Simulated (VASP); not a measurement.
A run of VASP 6.6.1 is set up as follows.

Contents of INCAR:

```
ALGO = Normal
EDIFF = 1E-8
ENCUT = 520
GGA = PS
ISIF = 2
ISMEAR = -1
LASPH = True
LCHARG = False
LEFG = True
LREAL = False
LWAVE = False
NBANDS = 17
NELM = 60
PREC = Accurate
SIGMA = 0.02
```

The input KPOINTS:

```
k-points
0
Gamma
  7 7 7
```

File POSCAR:

```
PbSe
1.0
    0.0000000000      3.0207645214      3.0207645214
    3.0207645214      0.0000000000      3.0207645214
    3.0207645214      3.0207645214      0.0000000000
Pb Se
1 1
Direct
    0.0000000000      0.0000000000      0.0000000000
    0.5000000000      0.5000000000      0.5000000000
```

Potentials or basis: VASP PAW PBE potentials, release 64 (Pb_d, Se).

Command:

```bash
$ cat potpaw_PBE.64/Pb_d/POTCAR potpaw_PBE.64/Se/POTCAR > POTCAR
$ mpirun -np 1 vasp_std > vasp.out
```

(1) Predict the pressure.

## Answers

(1) 1.6 GPa.

Caveat: without QUAD_EFG the Cq values of the log hold for a quadrupole moment of 1 mb, not for the nuclei; the PAW data sets were made with another functional, which shifts forces and pressure a little.
